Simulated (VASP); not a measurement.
# B (P6_3/mmc) in VASP: further runs

The runs below take B through single point, relaxation of cell and atoms, with PBEsol.

All numbers are computed with VASP 6.6.1; they aren't measurements. Logs are shortened: lines on timing, memory, paths and dates and some standing lists are left out, and cuts for length are marked.

## 1. The cell of the first run

Symmetry: P6_3/mmc, No. 194, hexagonal system. The conventional cell has a = 1.710 Å, b = 1.710 Å, c = 14.337 Å, α = 90.00°, β = 90.00°, γ = 120.00°. Within 2.3 Å of B (site symmetry -3m) lie 6 B at 1.71 Å. Within 2.3 Å of B (site symmetry -6m2) lie 6 B at 1.71 Å.

## 2. Single point, PBEsol

The input, INCAR:

```
SYSTEM = B
ALGO     = Normal         ! electronic algorithm
EDIFF    = 1E-7           ! SCF threshold, eV
ENCUT    = 520            ! plane-wave cutoff, eV
GGA      = PS             ! functional
ISIF     = 2              ! what is computed and relaxed
ISMEAR   = -1             ! smearing method
LASPH    = .True.         ! aspherical terms in the spheres
LCHARG   = .False.        ! write CHGCAR
LREAL    = .False.        ! projectors in reciprocal space
LWAVE    = .False.        ! write WAVECAR
NBANDS   = 14             ! bands
NELM     = 80             ! most SCF steps
PREC     = Accurate       ! precision mode
SIGMA    = 0.1            ! smearing width, eV
```

The input, KPOINTS:

```
k-points
0
Gamma
  28 28 3
  0 0 0
```

The input, POSCAR:

```
B
1.0
    1.7098334540      0.0000000000      0.0000000000
   -0.8549167270      1.4807592074      0.0000000000
    0.0000000000      0.0000000000     14.3370503335
B
4
Direct
    0.0000000000      0.0000000000      0.0000000000
    0.0000000000      0.0000000000      0.5000000000
    0.3333333333      0.6666666667      0.2500000000
    0.6666666667      0.3333333333      0.7500000000
```

Potentials or basis: VASP PAW PBE potentials, release 64 (B).

The run is started by

```sh
$ cat potpaw_PBE.64/B/POTCAR > POTCAR
$ mpirun -np 1 vasp_std > vasp.out
```

OUTCAR:

```text
SYSTEM = B
   EDIFF = 1E-7
   ENCUT = 520
   GGA = PS
   ISIF = 2
   ISMEAR = -1
   LASPH = .True.
   LREAL = .False.
   NELM = 80
   PREC = Accurate

 ion  position               nearest neighbor table
   1  0.000  0.000  0.000-
   2  0.000  0.000  0.500-
   3  0.333  0.667  0.250-
   4  0.667  0.333  0.750-

  LATTYP: Found a hexagonal cell.
 ALAT       =     1.7098334540
 C/A-ratio  =     8.3850566264

  Lattice vectors:

 A1 = (   1.7098334540,   0.0000000000,   0.0000000000)
 A2 = (  -0.8549167270,   1.4807592074,   0.0000000000)
 A3 = (   0.0000000000,   0.0000000000,  14.3370503335)

Analysis of symmetry for initial positions (statically):
=====================================================================
 Subroutine PRICEL returns:
 Original cell was already a primitive cell.

 Routine SETGRP: Setting up the symmetry group for a
 hexagonal supercell.

 Subroutine GETGRP returns: Found 24 space group operations
 (whereof 12 operations were pure point group operations)
 out of a pool of 24 trial point group operations.

The static configuration has the point symmetry D_3d.
 The point group associated with its full space group is D_6h.

Analysis of symmetry for dynamics (positions and initial velocities):
=====================================================================
 Subroutine PRICEL returns:
 Original cell was already a primitive cell.

 Routine SETGRP: Setting up the symmetry group for a
 hexagonal supercell.

 Subroutine GETGRP returns: Found 24 space group operations
 (whereof 12 operations were pure point group operations)
 out of a pool of 24 trial point group operations.

The dynamic configuration has the point symmetry D_3d.
 The point group associated with its full space group is D_6h.

 Subroutine INISYM returns: Found 24 space group operations
 (whereof 12 operations are pure point group operations),
 and found     1 'primitive' translations

----------------------------------------------------------------------------------------

                                     Primitive cell

  volume of cell :      36.2993

  direct lattice vectors                    reciprocal lattice vectors
     1.709833454  0.000000000  0.000000000     0.584852284  0.337664623  0.000000000
    -0.854916727  1.480759207  0.000000000     0.000000000  0.675329247  0.000000000
     0.000000000  0.000000000 14.337050334     0.000000000  0.000000000  0.069749354

  length of vectors
     1.709833454  1.709833454 14.337050334     0.675329247  0.675329247  0.069749354

  position of ions in fractional coordinates (direct lattice)
     0.000000000  0.000000000  0.000000000
     0.000000000  0.000000000  0.500000000
     0.333333333  0.666666667  0.250000000
     0.666666667  0.333333333  0.750000000

  ion indices of the primitive-cell ions
   primitive index   ion index
                 1           1
                 2           2
                 3           3
                 4           4

----------------------------------------------------------------------------------------

 KPOINTS: k-points

Automatic generation of k-mesh.
 Grid dimensions read from file:
 generate k-points for:   28   28    3

 Generating k-lattice:

  Cartesian coordinates                     Fractional coordinates (reciprocal lattice)
     0.020887582  0.012059451  0.000000000     0.035714286 -0.000000000  0.000000000
     0.000000000  0.024118902  0.000000000     0.000000000  0.035714286  0.000000000
     0.000000000  0.000000000  0.023249785     0.000000000  0.000000000  0.333333333

  Length of vectors
     0.024118902  0.024118902  0.023249785

  Shift w.r.t. Gamma in fractional coordinates (k-lattice)
     0.000000000  0.000000000  0.000000000

 Subroutine IBZKPT returns following result:
 ===========================================

 Found    160 irreducible k-points:

 Following reciprocal coordinates:
            Coordinates               Weight
  0.000000  0.000000  0.000000      1.000000
  0.035714  0.000000  0.000000      6.000000
  0.071429  0.000000  0.000000      6.000000
  0.107143 -0.000000  0.000000      6.000000
  0.142857 -0.000000  0.000000      6.000000
  0.178571  0.000000  0.000000      6.000000
[... 16 lines left out ...]
  0.285714  0.035714  0.000000     12.000000
  0.321429  0.035714  0.000000     12.000000
 [... further k-points ...]
   k-points           NKPTS =    160   k-points in BZ     NKDIM =    160   number of bands    NBANDS=     14
   number of dos      NEDOS =    301   number of ions     NIONS =      4
   total plane-waves  NPLWV =  21168
   dimension x,y,z NGX =    14 NGY =   14 NGZ =  108
   dimension x,y,z NGXF=    28 NGYF=   28 NGZF=  216
   ions per type =               4
   NGX,Y,Z   is equivalent  to a cutoff of  13.61, 13.61, 12.52 a.u.
   NGXF,Y,Z  is equivalent  to a cutoff of  27.22, 27.22, 25.05 a.u.
 SYSTEM =  B
   PREC   = accura    normal or accurate (medium, high low for compatibility)
   ISTART =      0    job   : 0-new  1-cont  2-samecut
   ICHARG =      2    charge: 1-file 2-atom 10-const
   ISPIN  =      1    spin polarized calculation?
   LNONCOLLINEAR =      F non collinear calculations
   LSORBIT =      F    spin-orbit coupling
   LASPH  =      T    aspherical Exc in radial PAW
   ENCUT  =  520.0 eV  38.22 Ry    6.18 a.u.   3.18  3.18 26.66*2*pi/ulx,y,z
   NELM   =     80;   NELMIN=  2; NELMDL= -5     # of ELM steps
   EDIFF  = 0.1E-06   stopping-criterion for ELM
   LREAL  =      F    real-space projection
   EDIFFG = 0.1E-05   stopping-criterion for IOM
   NSW    =      0    number of steps for IOM
   IBRION =     -1    ionic relax: 0-MD 1-quasi-New 2-CG
   NFREE  =      0    steps in history (QN), initial steepest desc. (CG)
   ISIF   =      2    stress and relaxation
   ISYM   =      2    0-nonsym 1-usesym 2-fastsym
   POTIM  = 0.5000    time-step for ionic-motion
   TEBEG  =    0.0;   TEEND  =   0.0 temperature during run
   PSTRESS=    0.0 pullay stress
   NELECT =      12.0000    total number of electrons
   NUPDOWN=      -1.0000    fix difference up-down
   EMIN   =  10.00;   EMAX   =-10.00  energy-range for DOS
   EFERMI =   0.00;   METHOD = LEGACY
   ISMEAR =    -1;   SIGMA  =   0.10  broadening in eV -4-tet -1-fermi 0-gaus
   EFERMI_NEDOS =   21; number of points for ismear=-14 and -15
   IALGO  =     38    algorithm
   IMIX   =      4    mixing-type and parameters
     AMIX     =   0.40;   BMIX     =  1.00
     AMIX_MAG =   1.60;   BMIX_MAG =  1.00
  volume/ion in A,a.u.               =       9.07        61.24
  Fermi-wavevector in a.u.,A,eV,Ry     =   1.131973  2.139118 17.433986  1.281362
  Thomas-Fermi vector in A             =   2.268673
   LORBIT       =      0    0 simple, 1 ext, 2 COOP (PROOUT), +10 PAW based schemes
   GGA     = PS    functional components
   LHFCALC =     F    Hartree Fock is set to
   AEXX    =    0.0000 exact exchange contribution
   IVDW    =     0    specifies the selected vdW correction
   LEPSILON=     F    determine dielectric tensor
   LRPA    =     F    only Hartree local field effects (RPA)
 non-spin polarized calculation
  energy-cutoff  :      520.00
  volume of cell :       36.30
 maximum number of plane-waves:      1003
 NGX is ok and might be reduce to    14
   NGX =  7   NGY =  7   NGZ = 53

 number of electron      12.0000000 magnetization

 Free energy of the ion-electron system (eV)
  ---------------------------------------------------
  ext. energy  EPLUGINS =         0.00000000
  ---------------------------------------------------
  free energy    TOTEN  =       -25.24021247 eV

  energy without entropy =      -25.21014587  energy(sigma->0) =      -25.22517917

 E-fermi :   5.3878     XC(G=0): -10.3198

 val. band max:        5.3416070330   @ k =   0.2857   0.0714   0.3333
 cond. band min:       5.4460575272   @ k =   0.2857   0.2857   0.0000
 fundamental gap:      0.1044504942
 Fermi energy:         5.3878442709

 k-point     1 :       0.0000    0.0000    0.0000
  band No.  band energies     occupation
      1     -11.8589      2.00000
      2     -11.6843      2.00000
      3     -11.6843      2.00000
      4     -11.4911      2.00000
      5      -3.4028      2.00000
      6      -2.4692      2.00000
      7      -2.4691      2.00000
      8      -1.3012      2.00000
      9       7.6023      0.00000
     10      10.3361      0.00000
     11      10.3362      0.00000
     12      14.5585      0.00000
     13      19.5604      0.00000
     14      25.4503      0.00000

 k-point     2 :       0.0357    0.0000    0.0000
  band No.  band energies     occupation
      1     -11.8001      2.00000
      2     -11.6264      2.00000
      3     -11.6263      2.00000
      4     -11.4342      2.00000
      5      -3.3182      2.00000
      6      -2.3855      2.00000
      7      -2.3855      2.00000
      8      -1.2180      2.00000
      9       7.6740      0.00000
     10      10.4083      0.00000
     11      10.4083      0.00000
     12      14.6395      0.00000
     13      19.5878      0.00000
     14      25.4510      0.00000

 k-point     3 :       0.0714    0.0000    0.0000
  band No.  band energies     occupation
      1     -11.6238      2.00000
      2     -11.4528      2.00000
      3     -11.4527      2.00000
      4     -11.2640      2.00000
      5      -3.0644      2.00000
      6      -2.1347      2.00000
      7      -2.1347      2.00000
      8      -0.9686      2.00000
      9       7.8883      0.00000
     10      10.6239      0.00000
     11      10.6239      0.00000
     12      14.8819      0.00000
     13      19.6607      0.00000
     14      25.4098      0.00000
[... 324 lines left out ...]
 k-point    23 :       0.2857    0.0357    0.0000
  band No.  band energies     occupation
      1      -7.7045      2.00000
      2      -7.5893      2.00000
      3      -7.5892      2.00000
      4      -7.4669      2.00000
      5       2.6971      2.00000
      6       3.5435      2.00000
      7       3.5435      2.00000
      8       4.6478      1.99878
      9      11.6391      0.00000
     10      13.2496      0.00000
     11      13.2498      0.00000
     12      14.2665      0.00000
     13      16.9618      0.00000
     14      17.7958      0.00000

 k-point    24 :       0.3214    0.0357    0.0000
  band No.  band energies     occupation
      1      -6.7581      2.00000
      2      -6.6566      2.00000
      3      -6.6566      2.00000
      4      -6.5498      2.00000
      5       4.1609      1.99999
      6       4.9739      1.96863
      7       4.9740      1.96861
      8       6.0496      0.00267
      9      11.1445      0.00000
     10      11.8961      0.00000
     11      11.8973      0.00000
     12      12.2826      0.00000
     13      16.6966      0.00000
     14      18.3154      0.00000

 [... further k-points ...]
[... 5 lines left out ...]
  --------------------------------------------------------------------------------------
  -------------------------------------------------------------------------------------
  Total       -0.1944650     -0.1944650     -0.0917445      0.0000000      0.0000000      0.0000000
  in kB       -8.5832946     -8.5832946     -4.0494197      0.0000000      0.0000000      0.0000000
  external PRESSURE =      -7.0720030 kB  Pullay stress =       0.0000000 kB

 VOLUME and BASIS-vectors are now :
 -----------------------------------------------------------------------------
  energy-cutoff  :      520.00
  volume of cell :       36.30
      direct lattice vectors                 reciprocal lattice vectors
     1.709833454  0.000000000  0.000000000     0.584852284  0.337664623  0.000000000
    -0.854916727  1.480759207  0.000000000     0.000000000  0.675329247  0.000000000
     0.000000000  0.000000000 14.337050334     0.000000000  0.000000000  0.069749354

 POSITION                                       TOTAL-FORCE (eV/Angst)
 -----------------------------------------------------------------------------------
      0.00000      0.00000      0.00000         0.000000      0.000000      0.000000
      0.00000      0.00000      7.16853         0.000000      0.000000      0.000000
     -0.00000      0.98717      3.58426        -0.000000      0.000000     -0.000000
      0.85492      0.49359     10.75279         0.000000     -0.000000     -0.000000
 -----------------------------------------------------------------------------------
    total drift:                               -0.000000      0.000000      0.000000

  FREE ENERGIE OF THE ION-ELECTRON SYSTEM (eV)
  ---------------------------------------------------
  free  energy   TOTEN  =       -25.2402124701 eV

  energy  without entropy=      -25.2101458692  energy(sigma->0) =      -25.22517917
```

Run time: 61 s. Hardware: 1 thread of AMD EPYC 7R13 (Zen 3), shared host; peak memory 0.16 GiB.

Results:

* Free energy: -25.2402 eV
* Pressure: -0.7 GPa
* Band gap on the k mesh: zero (band 6 reaches 8.61 eV, above the bottom of band 7 at -2.47 eV)

Levels at points of the mesh, in eV from the Fermi level:
| k point | band 4 | band 5 | band 6 | band 7 | band 8 | band 9 | band 10 | band 11 |
| --- | --- | --- | --- | --- | --- | --- | --- | --- |
| (0.00, 0.00, 0.00) | -16.88 | -8.79 | -7.86 | -7.86 | -6.69 | 2.21 | 4.95 | 4.95 |
| (0.50, 0.00, 0.00) | -8.85 | 1.10 | 1.21 | 1.21 | 1.34 | 5.25 | 5.53 | 5.56 |

Caveat: the PAW data sets were made with another functional, which shifts forces and pressure a little; this functional lacks dispersion, which binds the layers, so the pressure and a relaxed spacing across them are unreliable.

## 3. Relaxation of cell and atoms, PBEsol

This run uses another cell than the first one, of 6.55 Å³/atom, 0.722 times its volume.

The input, INCAR:

```
PREC = Accurate
ENCUT = 600
EDIFF = 1E-6
ISMEAR = -1
SIGMA = 0.1
LREAL = F
LASPH = T
NELM = 80
ALGO = Normal
ISIF = 3
LWAVE = F
LCHARG = F
GGA = PS
IBRION = 2
NSW = 80
EDIFFG = -0.01
```

The input, KPOINTS:

```
Automatic mesh
0
Gamma
  17 17 5
```

The input, POSCAR:

```
B
1.0
    2.1005919712      0.0000000000      0.0000000000
   -1.0502959856      1.8191660100      0.0000000000
    0.0000000000      0.0000000000      6.8605333778
B
4
Direct
    0.0000000000      0.0000000000      0.0000000000
    0.0000000000      0.0000000000      0.5000000000
    0.3333333333      0.6666666667      0.2500000000
    0.6666666667      0.3333333333      0.7500000000
```

Potentials or basis: VASP PAW PBE potentials, release 64 (B).

The run is started by

```sh
$ cat potpaw_PBE.64/B/POTCAR > POTCAR
$ mpirun -np 1 vasp_std > vasp.out
```

Run time: 9.9 min. Hardware: 1 thread of AMD EPYC 7R13 (Zen 3), shared host; peak memory 0.12 GiB.

It converged, with:

| Item | Value |
| --- | --- |
| Free energy | -24.9178 eV |
| Relaxed volume | 7.68 Å³/atom |
| Relaxed cell | a = 1.711 Å, b = 1.711 Å, c = 12.106 Å, α = 90.00°, β = 90.00°, γ = 120.00° |
| Space group after relaxing (to 0.05 Å) | P6_3/mmc (No. 194) |
| Energy gained by relaxing | 610.9 meV/atom |
| Ionic steps | 35 |
| Pressure after relaxing | 0.0 GPa |
| Band gap on the k mesh | zero (band 6 reaches 9.66 eV, above the bottom of band 7 at -0.72 eV) |

Stress tensor (GPa, compression positive):
```
-0.04  0.00  0.00
 0.00 -0.04  0.00
 0.00  0.00  0.04
```

The path:
| step | energy change (eV) | largest force (eV/Å) | pressure (GPa) | volume (Å³) |
| --- | --- | --- | --- | --- |
| 1 | 0.0000 | 0.0000 | -23.83 | 26.22 |
| 2 | -0.2095 | 0.0000 | 10.72 | 22.69 |
| 3 | -0.2321 | 0.0000 | 1.01 | 23.45 |
| 4 | -0.2566 | 0.0000 | 1.44 | 23.44 |
| 5 | -0.3639 | 0.0000 | 2.98 | 23.37 |
| 6 | -0.6267 | 0.0000 | 11.45 | 23.11 |
| 7 | -0.6622 | 0.0000 | 51.44 | 22.07 |
| 8 | -0.7737 | 0.0000 | 34.62 | 22.47 |
| 9 | -0.7438 | 0.0000 | 42.20 | 22.29 |
| 10 | -0.7612 | 0.0000 | 39.40 | 22.35 |
| 11 | -0.7632 | 0.0000 | 39.54 | 22.36 |
| 12 | -0.7680 | 0.0000 | 39.96 | 22.38 |
| 13 | -0.7752 | 0.0000 | 40.80 | 22.42 |
| 14 | -0.7884 | 0.0000 | 42.51 | 22.49 |
| 15 | -0.8047 | 0.0000 | 45.51 | 22.62 |
| 16 | -0.9095 | 0.0000 | 51.42 | 22.80 |
| 17 | -1.0455 | 0.0000 | 78.60 | 22.93 |
| 18 | -1.1016 | 0.0000 | 70.52 | 22.93 |
| 19 | -1.0794 | 0.0000 | 74.80 | 22.93 |
| 20 | -1.1243 | 0.0000 | 77.36 | 23.20 |
| 21 | -1.1274 | 0.0000 | 78.82 | 23.35 |
| 22 | -1.2186 | 0.0000 | 75.11 | 23.56 |
| 23 | -1.4691 | 0.0000 | 64.51 | 24.22 |
| 24 | -1.8728 | 0.0000 | 45.87 | 25.56 |
| 25 | -2.3404 | 0.0000 | 16.99 | 28.39 |
| 26 | -2.2304 | 0.0000 | -18.32 | 34.58 |
| 27 | -2.4428 | 0.0000 | -0.84 | 30.93 |
| 28 | -2.4434 | 0.0000 | 0.21 | 30.75 |
| 29 | -2.4430 | 0.0000 | 1.21 | 30.59 |
| 30 | -2.4431 | 0.0000 | 1.12 | 30.58 |
| 31 | -2.4432 | 0.0000 | 0.91 | 30.56 |
| 32 | -2.4434 | 0.0000 | 0.62 | 30.60 |
| 33 | -2.4436 | 0.0000 | -0.02 | 30.68 |
| 34 | -2.4436 | 0.0000 | -0.02 | 30.69 |
| 35 | -2.4436 | 0.0000 | -0.01 | 30.71 |

Final structure:
```
CELL_PARAMETERS angstrom
1.71143 0.00000 0.00000
-0.85571 1.48214 0.00000
0.00000 0.00000 12.10605
ATOMIC_POSITIONS crystal
B 0.00000 0.00000 0.00000
B 0.00000 0.00000 0.50000
B 0.33333 0.66667 0.25000
B 0.66667 0.33333 0.75000
```

Levels at points of the mesh, in eV from the Fermi level:
| k point | band 3 | band 4 | band 5 | band 6 | band 7 | band 8 | band 9 | band 10 |
| --- | --- | --- | --- | --- | --- | --- | --- | --- |
| (0.00, 0.00, 0.00) | -16.95 | -16.29 | -9.60 | -7.61 | -7.60 | -4.99 | 4.05 | 8.65 |

Caveat: the volume moved by over 15 % at a fixed basis, so the end points are rough; the PAW data sets were made with another functional, which shifts forces and pressure a little.

[end of part 1 of 2]
